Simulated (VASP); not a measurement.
Wanted: the native input for a VASP 6.6.1 run.

| Quantity | Value |
| --- | --- |
| Task | single point |
| Functional | PBEsol |
| Potentials or basis | VASP PAW PBE potentials, release 64 (B) |
| Cutoff | 520 eV |
| k mesh | 9 × 9 × 4 |
| Occupations | gaussian, width 0.1 eV |
| Spin | no spin polarisation |
| Dipole correction | no |
| Further INCAR settings | ALGO = Normal; EDIFF = 1e-06; NBANDS = 22 |

The structure of B lies in POSCAR:

```
B
1.0
    2.9870105769      0.0000000000      0.0000000000
   -1.4935052884      2.5868270410      0.0000000000
    0.0000000000      0.0000000000      7.9320441105
B
8
Direct
    0.0000000000      0.0000000000      0.1250000000
    0.0000000000      0.0000000000      0.6250000000
    0.0000000000      0.0000000000      0.3750000000
    0.0000000000      0.0000000000      0.8750000000
    0.3333333333      0.6666666667      0.3750000000
    0.3333333333      0.6666666667      0.8750000000
    0.6666666667      0.3333333333      0.1250000000
    0.6666666667      0.3333333333      0.6250000000
```

This isn't the form of B at room conditions, which is rhombohedral.

The input as run:

INCAR

```
PREC = Accurate ; ENCUT = 520
EDIFF = 1E-6 ; ISMEAR = 0
SIGMA = 0.1 ; LREAL = F
LASPH = T ; NELM = 100
ALGO = Normal ; ISIF = 2
LWAVE = F ; LCHARG = F
GGA = PS ; NBANDS = 22
```

KPOINTS

```
Automatic mesh
0
Gamma
  9 9 4
```

Potentials or basis: VASP PAW PBE potentials, release 64 (B).

Launch:

```console
$ cat potpaw_PBE.64/B/POTCAR > POTCAR
$ mpirun -np 1 vasp_std > vasp.out
```

It gave:

* Pressure: 0.1 GPa
* Band gap on the k mesh: zero (bands 12 and 13 overlap by 3.28 eV)

Caveat: the PAW data sets were made with another functional, which shifts forces and pressure a little.

It took 15 s on 1 thread of Intel(R) Xeon(R) 6975P-C (Granite Rapids) (shared host), peak memory 0.18 GiB.
